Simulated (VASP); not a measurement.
# Rh: single point with PBE

The system is Rh, a slab with vacuum.

```
CELL_PARAMETERS angstrom
5.37401 0.00000 0.00000
0.00000 5.37401 0.00000
0.00000 0.00000 16.70000
ATOMIC_POSITIONS crystal
Rh 0.25000 0.25000 0.05988
Rh 0.75000 0.25000 0.05988
Rh 0.25000 0.75000 0.05988
Rh 0.75000 0.75000 0.05988
Rh 0.99989 0.95547 0.17484
Rh 0.49404 0.98355 0.17325
Rh 0.07810 0.49298 0.18454
Rh 0.48798 0.51267 0.16304
Rh 0.26040 0.25417 0.30290
Rh 0.74473 0.25858 0.29722
Rh 0.28554 0.74025 0.29926
Rh 0.79609 0.74429 0.30683
Rh 0.72467 0.96507 0.42620
Rh 0.22300 0.08208 0.44668
Rh 0.98658 0.51939 0.43271
Rh 0.47250 0.59179 0.42753
Rh 0.55655 0.25160 0.52810
```

```json
{
  "Program": "VASP 6.6.1",
  "Task": "single point",
  "Functional": "PBE",
  "Potentials or basis": "VASP PAW PBE potentials, release 64 (Rh_pv)",
  "Cutoff": "400 eV",
  "k mesh": "2 × 2 × 1",
  "Occupations": "fermi-dirac, width 0.05 eV",
  "Spin": "no spin polarisation"
}
```

The largest force is 6.034 eV/Å. The band gap on the k mesh is zero (an odd number of electrons rules out a gap without spin polarisation).

Forces on the atoms (eV/Å):
```
Rh  -0.260 -0.569  0.288
Rh   0.502 -0.176  0.883
Rh  -0.358  0.101 -0.907
Rh   0.315 -0.035  0.109
Rh  -0.262  2.308  0.807
Rh   0.780  1.526  0.779
Rh  -5.885 -1.327 -0.126
Rh   5.052 -1.356  1.399
Rh   0.089 -0.582 -0.043
Rh   0.900 -0.596 -0.187
Rh  -0.501  1.168 -0.261
Rh  -1.024 -0.670 -2.747
Rh   0.971  2.193  1.829
Rh  -0.791 -0.853 -0.819
Rh  -0.401 -0.138 -0.697
Rh   0.384 -1.413  0.218
Rh   0.490  0.421 -0.526
```

Levels at points of the mesh, in eV from the Fermi level:
```tsv
k point	band 126	band 127	band 128	band 129	band 130	band 131
(0.00, 0.00, 0.00)	0.11	0.14	0.18	0.26	0.28	0.35
(0.50, 0.00, 0.00)	-0.18	-0.15	-0.08	0.00	0.08	0.10
(0.00, 0.50, 0.00)	-0.08	-0.07	0.01	0.03	0.10	0.15
(0.50, 0.50, 0.00)	-0.45	-0.39	-0.35	-0.22	-0.13	-0.03
```

It took 15 min on 1 thread of Oxide Virtual Turin-like Processor, with other jobs on the host, peak memory 0.37 GiB.

Caveat: the k points lie up to 0.58 Å⁻¹ apart, too coarse for converged energies and pressures of a metal; the atoms stand as in a frame of molecular dynamics; there is no dipole correction, which matters where the two faces differ.
